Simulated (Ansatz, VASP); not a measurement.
## Ni2Cl: VASP beside Ansatz

Contents of INCAR:

```
SYSTEM = Ni2Cl
PREC = Accurate ; ENCUT = 520
EDIFF = 1E-6 ; ISMEAR = 0
SIGMA = 0.1 ; LREAL = .FALSE.
LASPH = .TRUE. ; NELM = 150
ALGO = Normal ; ISIF = 2
LWAVE = .FALSE. ; LCHARG = .TRUE.
ISPIN = 2 ; MAGMOM = 2 2 0
LORBIT = 11 ; LMAXMIX = 4
GGA = PE ; LELF = .TRUE.
LVHAR = .TRUE. ; NBANDS = 24
```

KPOINTS

```
regular mesh
0
G
  6 6 6
  0 0 0
```

POSCAR

```
Ni2Cl
1.0
    4.1387910100      0.0000000000      0.0000000000
   -2.0693955000      3.5842981600      0.0000000000
    0.0000000000      0.0000000000      3.6254881100
Ni Cl
2 1
Direct
    0.3333333300      0.6666666700      0.5000000000
    0.6666666700      0.3333333300      0.5000000000
    0.0000000000      0.0000000000      0.0000000000
```

Input for Ansatz:

```yaml
crystal:
  lattice:
    - [4.13879101, 0.0, 0.0]
    - [-2.0693955, 3.58429816, 0.0]
    - [0.0, 0.0, 3.62548811]
  atoms:
    - { symbol: Ni, position: [0.33333333, 0.66666667, 0.5], spin: 2.0 }
    - { symbol: Ni, position: [0.66666667, 0.33333333, 0.5], spin: 2.0 }
    - { symbol: Cl, position: [0.0, 0.0, 0.0] }
basis:
  ecutwfc: 420
kpoints:
  mp_grid: { grid: [6, 6, 6] }
hamiltonian:
  xc: pbe
scf:
  occupations: { method: gaussian, width: 0.1 }
  lower_state_search: "off"
output:
  forces: true
  stress: true
  eigenvalues: true
  populations: true
magnetization:
  spin_polarized: true
```

Change from the starting cell: species swapped into the LaCu2 type (P6/mmm, No. 191).

Alike in both runs: task single point; functional PBE; k mesh 6 × 6 × 6; occupations gaussian, width 0.1 eV; collinear spin.

|  | VASP | Ansatz |
| --- | --- | --- |
| version | VASP 6.6.1 | Ansatz 0.2.0 |
| potentials or method | VASP PAW PBE potentials, release 64 (Ni, Cl), cutoff 520 eV | scalar-relativistic, plane waves, PAW |
| valence electrons in the cell | 27 | 43 |

|  | VASP | Ansatz | Ansatz less VASP |
| --- | --- | --- | --- |
| gap on the k mesh at the Fermi level (eV) | none | none | - |
| pressure (GPa) | -7.4 | -7.3 | +0.05 |
| traceless stress, the component that is largest in VASP (GPa) | 1.58 | 1.69 | +0.114 |
| net moment per atom (μB) | 0.47 | 0.47 | +0.006 |
| size of the moment on the site where the two differ most (μB) | 0.73 | 0.76 | +0.027 |

Site moments also hang on the region over which each program counts them. A gap of «none» marks a metal or a gap that the smearing closes. The functional is the same, so the differences come from potentials, cutoffs and numerics. VASP's potentials hold 27 valence electrons a cell and Ansatz's 43, so a difference there can come from the potentials and not from the codes.
